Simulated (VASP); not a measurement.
## Cd2S: single point with PBE

Cd2S:

```xyz
6
Lattice="4.0062 0.0000 0.0000 0.2346 5.8632 0.0000 0.2333 0.2155 6.7512" Properties=species:S:1:pos:R:3 pbc="T T T"
Cd    2.0249    2.9240    6.2885
Cd    3.6539    2.7981    2.8230
Cd    2.5121    0.2845    6.4455
Cd    0.3726    0.1971    3.0130
S     0.3665    4.5072    0.8609
S     2.4885    4.7013    4.1982
```

```yaml
Program: VASP 6.6.1
Task: single point
Functional: PBE
Potentials_or_basis: VASP PAW PBE potentials, release 64 (Cd, S)
Cutoff: 520 eV
k_mesh: 4 × 4 × 4
Occupations: gaussian, width 0.1 eV
Spin: no spin polarisation
```

```json
{"Pressure": "0.4 GPa", "Largest force": "0.215 eV/Å", "Band gap on the k mesh": "0.23 eV"}
```

Forces in eV/Å, atoms in the order of the input:
```
Cd  -0.018  0.120 -0.129
Cd   0.078 -0.089  0.034
Cd   0.035 -0.011  0.013
Cd  -0.012  0.085  0.158
S   -0.029  0.011 -0.212
S   -0.054 -0.117  0.136
```

Stress tensor (GPa, compression positive):
```
0.08 0.05 0.05
0.05 0.63 0.36
0.05 0.36 0.37
```

Levels at points of the mesh, in eV from the valence-band top:
| k point | band 28 | band 29 | band 30 | band 31 | band 32 | band 33 |
| --- | --- | --- | --- | --- | --- | --- |
| (0.00, 0.00, 0.00) | -1.00 | -0.93 | -0.43 | 1.37 | 1.67 | 2.79 |
| (0.50, 0.00, 0.00) | -2.34 | -0.75 | -0.51 | 2.21 | 2.55 | 2.73 |
| (0.00, 0.50, 0.00) | -0.99 | -0.91 | -0.24 | 0.23 | 2.71 | 3.11 |
| (0.50, 0.50, 0.00) | -2.39 | -0.83 | -0.57 | 1.73 | 2.09 | 3.60 |
| (0.00, 0.00, 0.50) | -1.72 | -1.43 | -1.25 | 3.10 | 3.18 | 3.58 |
| (0.50, 0.00, 0.50) | -1.63 | -0.90 | -0.42 | 1.12 | 1.55 | 1.67 |
| (0.00, 0.50, 0.50) | -1.30 | -0.29 | -0.17 | 2.05 | 2.37 | 4.00 |
| (0.50, 0.50, 0.50) | -1.59 | -1.43 | -1.01 | 1.98 | 2.36 | 2.76 |

It took 97 s on 1 thread of Intel(R) Xeon(R) 6975P-C (Granite Rapids), with other jobs on the host, peak memory 0.34 GiB.

A k mesh can miss the band edges.
